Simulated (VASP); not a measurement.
Input of a VASP 6.6.1 run:

Contents of INCAR:

```
PREC = Accurate ; ENCUT = 520
EDIFF = 1E-7 ; ISMEAR = 0
SIGMA = 0.1 ; LREAL = F
LASPH = T ; NELM = 60
ALGO = Normal ; ISIF = 2
LWAVE = F ; LCHARG = T
GGA = PE ; LELF = T
LVHAR = T ; NBANDS = 31
```

Contents of KPOINTS:

```
regular mesh
0
Gamma
  4 2 2
```

The input POSCAR:

```
Al3InSb4
1.0
   -4.4964390195      0.0000628395      0.0002986076
   -0.0005736654     -0.0013911930     -6.2392172137
    0.0000611123     -8.9980222900      0.0008340807
Al In Sb
3 1 4
Direct
    0.0001537934      0.0015392333      0.0002829614
    0.4994956080      0.5002207784      0.7560764020
    0.4993168110      0.4999371131      0.2432309939
    0.0010592851     -0.0008849911      0.5004566063
    0.5001571002      0.7570680087     -0.0003223527
   -0.0004714472      0.2592259597      0.7608124362
    0.5009164504      0.7239424682      0.4996584990
   -0.0006276010      0.2589514297      0.2398044539
```

Potentials or basis: VASP PAW PBE potentials, release 64 (Al, In_d, Sb).

Command:

```sh
$ cat potpaw_PBE.64/Al/POTCAR potpaw_PBE.64/In_d/POTCAR potpaw_PBE.64/Sb/POTCAR > POTCAR
$ mpirun -np 1 vasp_std > vasp.out
```

Q: What does it give for the pressure?

A: 0.1 GPa.

Q: Estimate the band gap on the k mesh.

A: 0.76 eV, direct.

Q: Estimate the largest force.

A: 0.013 eV/Å.

Forces in eV/Å, atoms in the order of the input:
```
Al   0.000  0.002  0.009
Al  -0.001 -0.006  0.000
Al  -0.003  0.001 -0.006
In   0.004  0.003 -0.009
Sb   0.002 -0.005 -0.002
Sb  -0.002  0.012  0.004
Sb   0.002 -0.001  0.000
Sb  -0.002 -0.007  0.004
```

Caveat: the k points lie up to 0.50 Å⁻¹ apart; spin-orbit coupling is left out, which moves the levels of the heavy elements. A k mesh can miss the band edges.
